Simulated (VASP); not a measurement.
# ZnO (P6_3mc) in VASP: a series of runs

Runs on ZnO. Level: r2SCAN. Tasks: single point.

All numbers are computed with VASP 6.6.1; they aren't measurements. Logs are shortened: lines on timing, memory, paths and dates and some standing lists are left out, and cuts for length are marked.

## (1) The cell of the first run

Symmetry: P6_3mc, No. 186, hexagonal system. The conventional cell has a = 3.251 Å, b = 3.251 Å, c = 5.184 Å, α = 90.00°, β = 90.00°, γ = 120.00°. Zn (site symmetry 3m) has 4 O at 1.97 to 1.98 Å within 2.6 Å. O (site symmetry 3m) has 4 Zn at 1.97 to 1.98 Å within 2.6 Å.

## (2) Single point, r2SCAN (in-plane strain +0.005, then relaxed in part)

POSCAR reads:

```
ZnO
1.0
    3.2513714339      0.0000000000      0.0000000000
   -1.6256857170      2.8157702589      0.0000000000
    0.0000000000      0.0000000000      5.1843909859
Zn O
2 2
Direct
    0.3333333333      0.6666666667      0.4983581542
    0.6666666667      0.3333333333     -0.0016418458
    0.6666666667      0.3333333333      0.3806518458
    0.3333333333      0.6666666667      0.8806518458
```

INCAR.step1 reads:

```
PREC = Accurate
ENCUT = 520
ISMEAR = 0
SIGMA = 0.01
LREAL = False
LASPH = True
NELM = 60
NBANDS = 26
GGA = PE
ALGO = Normal
EDIFF = 1E-4
LWAVE = True
LCHARG = False
```

INCAR.step2 reads:

```
PREC = Accurate
ENCUT = 520
EDIFF = 1E-7
ISMEAR = 0
SIGMA = 0.01
LREAL = False
LASPH = True
NELM = 60
ALGO = Normal
ISIF = 2
LWAVE = False
LCHARG = False
METAGGA = R2SCAN
LMIXTAU = True
NBANDS = 26
ISTART = 1
```

KPOINTS reads:

```
regular mesh
0
Gamma
  8 8 4
```

Potentials or basis: VASP PAW PBE potentials, release 64 (Zn, O).

Launch:

```sh
$ cat potpaw_PBE.64/Zn/POTCAR potpaw_PBE.64/O/POTCAR > POTCAR
$ cp INCAR.step1 INCAR
$ mpirun -np 1 vasp_std > vasp.out
$ cp INCAR.step2 INCAR
$ mpirun -np 1 vasp_std > vasp.out
```

OUTCAR:

```text
PREC = Accurate
   ENCUT = 520
   EDIFF = 1E-7
   ISMEAR = 0
   LREAL = False
   LASPH = True
   NELM = 60
   ISIF = 2
   METAGGA = R2SCAN
   ISTART = 1

 ion  position               nearest neighbor table
   1  0.333  0.667  0.498-   3 1.97   3 1.97   3 1.97   4 1.98
   2  0.667  0.333  0.998-   4 1.97   4 1.97   4 1.97   3 1.98
   3  0.667  0.333  0.381-   1 1.97   1 1.97   1 1.97   2 1.98
   4  0.333  0.667  0.881-   2 1.97   2 1.97   2 1.97   1 1.98

  LATTYP: Found a hexagonal cell.
 ALAT       =     3.2513714339
 C/A-ratio  =     1.5945243696

  Lattice vectors:

 A1 = (   3.2513714339,   0.0000000000,   0.0000000000)
 A2 = (  -1.6256857170,   2.8157702589,   0.0000000000)
 A3 = (   0.0000000000,   0.0000000000,   5.1843909859)

Analysis of symmetry for initial positions (statically):
=====================================================================
 Subroutine PRICEL returns:
 Original cell was already a primitive cell.

 Routine SETGRP: Setting up the symmetry group for a
 hexagonal supercell.

 Subroutine GETGRP returns: Found 12 space group operations
 (whereof  6 operations were pure point group operations)
 out of a pool of 24 trial point group operations.

The static configuration has the point symmetry C_3v.
 The point group associated with its full space group is C_6v.

Analysis of symmetry for dynamics (positions and initial velocities):
=====================================================================
 Subroutine PRICEL returns:
 Original cell was already a primitive cell.

 Routine SETGRP: Setting up the symmetry group for a
 hexagonal supercell.

 Subroutine GETGRP returns: Found 12 space group operations
 (whereof  6 operations were pure point group operations)
 out of a pool of 24 trial point group operations.

The dynamic configuration has the point symmetry C_3v.
 The point group associated with its full space group is C_6v.

 Subroutine INISYM returns: Found 12 space group operations
 (whereof  6 operations are pure point group operations),
 and found     1 'primitive' translations

----------------------------------------------------------------------------------------

                                     Primitive cell

  volume of cell :      47.4637

  direct lattice vectors                    reciprocal lattice vectors
     3.251371434  0.000000000  0.000000000     0.307562523  0.177571305  0.000000000
    -1.625685717  2.815770259  0.000000000     0.000000000  0.355142610  0.000000000
     0.000000000  0.000000000  5.184390986     0.000000000  0.000000000  0.192886687

  length of vectors
     3.251371434  3.251371434  5.184390986     0.355142610  0.355142610  0.192886687

  position of ions in fractional coordinates (direct lattice)
     0.333333333  0.666666667  0.498358154
     0.666666667  0.333333333  0.998358154
     0.666666667  0.333333333  0.380651846
     0.333333333  0.666666667  0.880651846

  ion indices of the primitive-cell ions
   primitive index   ion index
                 1           1
                 2           2
                 3           3
                 4           4

----------------------------------------------------------------------------------------

 KPOINTS: regular mesh

Automatic generation of k-mesh.
 Grid dimensions read from file:
 generate k-points for:    8    8    4

 Generating k-lattice:

  Cartesian coordinates                     Fractional coordinates (reciprocal lattice)
     0.038445315  0.022196413  0.000000000     0.125000000  0.000000000  0.000000000
     0.000000000  0.044392826  0.000000000     0.000000000  0.125000000  0.000000000
     0.000000000  0.000000000  0.048221672     0.000000000  0.000000000  0.250000000

  Length of vectors
     0.044392826  0.044392826  0.048221672

  Shift w.r.t. Gamma in fractional coordinates (k-lattice)
     0.000000000  0.000000000  0.000000000

 Subroutine IBZKPT returns following result:
 ===========================================

 Found     30 irreducible k-points:

 Following reciprocal coordinates:
            Coordinates               Weight
  0.000000  0.000000  0.000000      1.000000
  0.125000  0.000000  0.000000      6.000000
  0.250000  0.000000  0.000000      6.000000
  0.375000  0.000000  0.000000      6.000000
  0.500000  0.000000  0.000000      3.000000
  0.125000  0.125000  0.000000      6.000000
[... 16 lines left out ...]
  0.250000  0.000000  0.500000      6.000000
  0.375000  0.000000  0.500000      6.000000
 [... further k-points ...]
   k-points           NKPTS =     30   k-points in BZ     NKDIM =     30   number of bands    NBANDS=     26
   number of dos      NEDOS =    301   number of ions     NIONS =      4
   total plane-waves  NPLWV =  23040
   dimension x,y,z NGX =    24 NGY =   24 NGZ =   40
   dimension x,y,z NGXF=    48 NGYF=   48 NGZF=   80
   ions per type =               2   2
   NGX,Y,Z   is equivalent  to a cutoff of  12.27, 12.27, 12.83 a.u.
   NGXF,Y,Z  is equivalent  to a cutoff of  24.54, 24.54, 25.65 a.u.
 SYSTEM =  unknown system
   PREC   = accura    normal or accurate (medium, high low for compatibility)
   ISTART =      1    job   : 0-new  1-cont  2-samecut
   ICHARG =      0    charge: 1-file 2-atom 10-const
   ISPIN  =      1    spin polarized calculation?
   LNONCOLLINEAR =      F non collinear calculations
   LSORBIT =      F    spin-orbit coupling
   LASPH  =      T    aspherical Exc in radial PAW
   ENCUT  =  520.0 eV  38.22 Ry    6.18 a.u.   6.05  6.05  9.64*2*pi/ulx,y,z
   NELM   =     60;   NELMIN=  2; NELMDL=  0     # of ELM steps
   EDIFF  = 0.1E-06   stopping-criterion for ELM
   LREAL  =      F    real-space projection
   EDIFFG = 0.1E-05   stopping-criterion for IOM
   NSW    =      0    number of steps for IOM
   IBRION =     -1    ionic relax: 0-MD 1-quasi-New 2-CG
   NFREE  =      0    steps in history (QN), initial steepest desc. (CG)
   ISIF   =      2    stress and relaxation
   ISYM   =      2    0-nonsym 1-usesym 2-fastsym
   POTIM  = 0.5000    time-step for ionic-motion
   TEBEG  =    0.0;   TEEND  =   0.0 temperature during run
   PSTRESS=    0.0 pullay stress
   NELECT =      36.0000    total number of electrons
   NUPDOWN=      -1.0000    fix difference up-down
   EMIN   =  10.00;   EMAX   =-10.00  energy-range for DOS
   EFERMI =   0.00;   METHOD = LEGACY
   ISMEAR =     0;   SIGMA  =   0.01  broadening in eV -4-tet -1-fermi 0-gaus
   EFERMI_NEDOS =   21; number of points for ismear=-14 and -15
   IALGO  =     38    algorithm
   IMIX   =      4    mixing-type and parameters
     AMIX     =   0.40;   BMIX     =  1.00
     AMIX_MAG =   1.60;   BMIX_MAG =  1.00
  volume/ion in A,a.u.               =      11.87        80.08
  Fermi-wavevector in a.u.,A,eV,Ry     =   1.492984  2.821331 30.327402  2.229001
  Thomas-Fermi vector in A             =   2.605442
   LORBIT       =      0    0 simple, 1 ext, 2 COOP (PROOUT), +10 PAW based schemes
   METAGGA = R2SCAN    functional components
   LHFCALC =     F    Hartree Fock is set to
   AEXX    =    0.0000 exact exchange contribution
   IVDW    =     0    specifies the selected vdW correction
   LEPSILON=     F    determine dielectric tensor
   LRPA    =     F    only Hartree local field effects (RPA)
 non-spin polarized calculation
 Gauss-broadening in eV      SIGMA  =   0.01
  energy-cutoff  :      520.00
  volume of cell :       47.46
 maximum number of plane-waves:      1294
   NGX = 13   NGY = 13   NGZ = 19

 number of electron      36.0000025 magnetization

 Free energy of the ion-electron system (eV)
  ---------------------------------------------------
  ext. energy  EPLUGINS =         0.00000000
  ---------------------------------------------------
  free energy    TOTEN  =       -36.31684198 eV

  energy without entropy =      -36.31684198  energy(sigma->0) =      -36.31684198

 E-fermi :   0.9477     XC(G=0): -11.6781

 val. band max:        0.8689942512   @ k =   0.0000   0.0000   0.0000
 cond. band min:       2.1078072054   @ k =   0.0000   0.0000   0.0000
 fundamental gap:      1.2388129542
 Fermi energy:         0.9476667066

 k-point     1 :       0.0000    0.0000    0.0000
  band No.  band energies     occupation
      1     -18.2296      2.00000
      2     -17.5272      2.00000
      3      -4.9648      2.00000
      4      -4.9648      2.00000
      5      -4.8720      2.00000
      6      -4.8023      2.00000
[... 18 lines left out ...]
     25      15.8782      0.00000
     26      15.9565      0.00000

 k-point     2 :       0.1250    0.0000    0.0000
  band No.  band energies     occupation
      1     -18.1493      2.00000
      2     -17.4929      2.00000
      3      -5.0510      2.00000
      4      -4.9124      2.00000
      5      -4.8287      2.00000
      6      -4.7792      2.00000
[... 18 lines left out ...]
     25      16.0700      0.00000
     26      16.0755      0.00000

 k-point     3 :       0.2500    0.0000    0.0000
  band No.  band energies     occupation
      1     -17.9415      2.00000
      2     -17.4168      2.00000
      3      -5.1981      2.00000
      4      -4.8530      2.00000
      5      -4.7953      2.00000
      6      -4.6500      2.00000
[... 18 lines left out ...]
     25      15.0594      0.00000
     26      15.9408      0.00000

 k-point     4 :       0.3750    0.0000    0.0000
  band No.  band energies     occupation
      1     -17.7023      2.00000
      2     -17.3634      2.00000
      3      -5.2283      2.00000
      4      -4.9005      2.00000
      5      -4.7015      2.00000
      6      -4.4416      2.00000
[... 18 lines left out ...]
     25      15.0484      0.00000
     26      15.8930      0.00000

 k-point     5 :       0.5000    0.0000    0.0000
  band No.  band energies     occupation
      1     -17.5791      2.00000
      2     -17.3623      2.00000
      3      -5.1617      2.00000
      4      -4.9438      2.00000
      5      -4.6717      2.00000
      6      -4.2991      2.00000
[... 18 lines left out ...]
     25      14.8864      0.00000
     26      16.0324      0.00000

 k-point     6 :       0.1250    0.1250    0.0000
  band No.  band energies     occupation
      1     -18.0048      2.00000
      2     -17.4377      2.00000
      3      -5.1239      2.00000
      4      -4.9100      2.00000
      5      -4.7575      2.00000
      6      -4.7526      2.00000
[... 427 lines left out ...]
 k-point    21 :       0.0000    0.0000    0.5000
  band No.  band energies     occupation
      1     -17.8866      2.00000
      2     -17.8866      2.00000
      3      -5.1230      2.00000
      4      -5.1230      2.00000
      5      -4.8905      2.00000
      6      -4.8905      2.00000
[... 18 lines left out ...]
     25      14.7752      0.00000
     26      14.7752      0.00000

 k-point    22 :       0.1250    0.0000    0.5000
  band No.  band energies     occupation
      1     -17.8267      2.00000
      2     -17.8267      2.00000
      3      -5.1835      2.00000
      4      -5.1835      2.00000
      5      -4.8279      2.00000
      6      -4.8279      2.00000
[... 18 lines left out ...]
     25      14.9343      0.00000
     26      14.9343      0.00000

 k-point    23 :       0.2500    0.0000    0.5000
  band No.  band energies     occupation
      1     -17.6790      2.00000
      2     -17.6790      2.00000
      3      -5.2838      2.00000
      4      -5.2838      2.00000
      5      -4.6770      2.00000
      6      -4.6770      2.00000
[... 18 lines left out ...]
     25      15.2274      0.00000
     26      15.2274      0.00000

 k-point    24 :       0.3750    0.0000    0.5000
  band No.  band energies     occupation
      1     -17.5266      2.00000
      2     -17.5266      2.00000
      3      -5.3321      2.00000
      4      -5.3321      2.00000
      5      -4.5085      2.00000
      6      -4.5085      2.00000
[... 18 lines left out ...]
     25      15.3937      0.00000
     26      15.3937      0.00000

 [... further k-points ...]
[... 5 lines left out ...]
  --------------------------------------------------------------------------------------
  -------------------------------------------------------------------------------------
  Total       -0.0355522     -0.0355522      0.3509233      0.0000000      0.0000000      0.0000000
  in kB       -1.2000938     -1.2000938     11.8457123      0.0000000      0.0000000      0.0000000
  external PRESSURE =       3.1485082 kB  Pullay stress =       0.0000000 kB

 VOLUME and BASIS-vectors are now :
 -----------------------------------------------------------------------------
  energy-cutoff  :      520.00
  volume of cell :       47.46
      direct lattice vectors                 reciprocal lattice vectors
     3.251371434  0.000000000  0.000000000     0.307562523  0.177571305  0.000000000
    -1.625685717  2.815770259  0.000000000     0.000000000  0.355142610  0.000000000
     0.000000000  0.000000000  5.184390986     0.000000000  0.000000000  0.192886687

 POSITION                                       TOTAL-FORCE (eV/Angst)
 -----------------------------------------------------------------------------------
     -0.00000      1.87718      2.58368         0.000000     -0.000000     -0.007959
      1.62569      0.93859      5.17588        -0.000000      0.000000     -0.007959
      1.62569      0.93859      1.97345         0.000000     -0.000000      0.007959
     -0.00000      1.87718      4.56564         0.000000      0.000000      0.007959
 -----------------------------------------------------------------------------------
    total drift:                                0.000001      0.000001     -0.060289

  FREE ENERGIE OF THE ION-ELECTRON SYSTEM (eV)
  ---------------------------------------------------
  free  energy   TOTEN  =       -36.3168419820 eV

  energy  without entropy=      -36.3168419820  energy(sigma->0) =      -36.31684198
```

Run time: 81 s. Hardware: 1 thread of Intel Xeon 6975P-C, shared host; peak memory 0.19 GiB.

Results:

```
Free energy            : -36.3168 eV
Pressure               : 0.3 GPa
Largest force          : 0.008 eV/Å
Band gap on the k mesh : 1.24 eV, direct
```

Forces in eV/Å, atoms in the order of the input:
```
Zn   0.000  0.000 -0.008
Zn   0.000  0.000 -0.008
O    0.000  0.000  0.008
O    0.000  0.000  0.008
```

Caveat: the cell differs from its parent crystal (in-plane strain +0.005, then relaxed in part); the PAW data sets were made with another functional, which shifts forces and pressure a little.

## (3) Single point, r2SCAN (in-plane strain +0.005)

POSCAR reads:

```
ZnO
1.0
    3.2513714339      0.0000000000      0.0000000000
   -1.6256857170      2.8157702589      0.0000000000
    0.0000000000      0.0000000000      5.1957916819
Zn O
2 2
Direct
    0.3333333333      0.6666666667      0.4996928418
    0.6666666667      0.3333333333     -0.0003071582
    0.6666666667      0.3333333333      0.3793171582
    0.3333333333      0.6666666667      0.8793171582
```

INCAR.step1 reads:

```
ALGO = Normal ; EDIFF = 1E-4
ENCUT = 520 ; GGA = PE
ISMEAR = 0 ; LASPH = True
LCHARG = False ; LREAL = False
LWAVE = True ; NBANDS = 26
NELM = 100 ; PREC = Accurate
SIGMA = 0.01
```

INCAR.step2 reads:

```
ALGO = Normal ; EDIFF = 1E-6
ENCUT = 520 ; ISIF = 2
ISMEAR = 0 ; ISTART = 1
LASPH = True ; LCHARG = False
LMIXTAU = True ; LREAL = False
LWAVE = False ; METAGGA = R2SCAN
NBANDS = 26 ; NELM = 100
PREC = Accurate ; SIGMA = 0.01
```

KPOINTS reads:

```
k-points
0
Gamma
  8 8 4
```

Potentials or basis: VASP PAW PBE potentials, release 64 (Zn, O).

Launch:

```sh
$ cat potpaw_PBE.64/Zn/POTCAR potpaw_PBE.64/O/POTCAR > POTCAR
$ cp INCAR.step1 INCAR
$ mpirun -np 1 vasp_std > vasp.out
$ cp INCAR.step2 INCAR
$ mpirun -np 1 vasp_std > vasp.out
```

It took 79 s on 1 thread of Intel Xeon 6975P-C, shared host; peak memory 0.18 GiB.

Results (log left out):

```yaml
Free_energy: -36.3164 eV
Pressure: 0.0 GPa
Largest_force: 0.086 eV/Å
Band_gap_on_the_k_mesh: 1.23 eV, direct
```

Forces in eV/Å, atoms in the order of the input:
```
Zn   0.000  0.000 -0.086
Zn   0.000  0.000 -0.086
O    0.000  0.000  0.086
O    0.000  0.000  0.086
```

Stress tensor (GPa, compression positive):
```
-0.71  0.00  0.00
 0.00 -0.71  0.00
 0.00  0.00  1.36
```

Levels at points of the mesh, in eV from the valence-band top:
| k point | band 16 | band 17 | band 18 | band 19 | band 20 | band 21 |
| --- | --- | --- | --- | --- | --- | --- |
| (0.00, 0.00, 0.00) | -0.07 | 0.00 | 0.00 | 1.23 | 5.83 | 8.89 |
| (0.50, 0.00, 0.00) | -2.33 | -1.28 | -0.85 | 6.40 | 7.34 | 8.13 |
| (0.00, 0.00, 0.50) | -0.41 | -0.41 | -0.41 | 3.93 | 3.93 | 10.87 |
| (0.50, 0.00, 0.50) | -1.54 | -1.37 | -1.37 | 6.26 | 6.26 | 9.14 |

Caveat: the cell differs from its parent crystal (in-plane strain +0.005); the PAW data sets were made with another functional, which shifts forces and pressure a little.
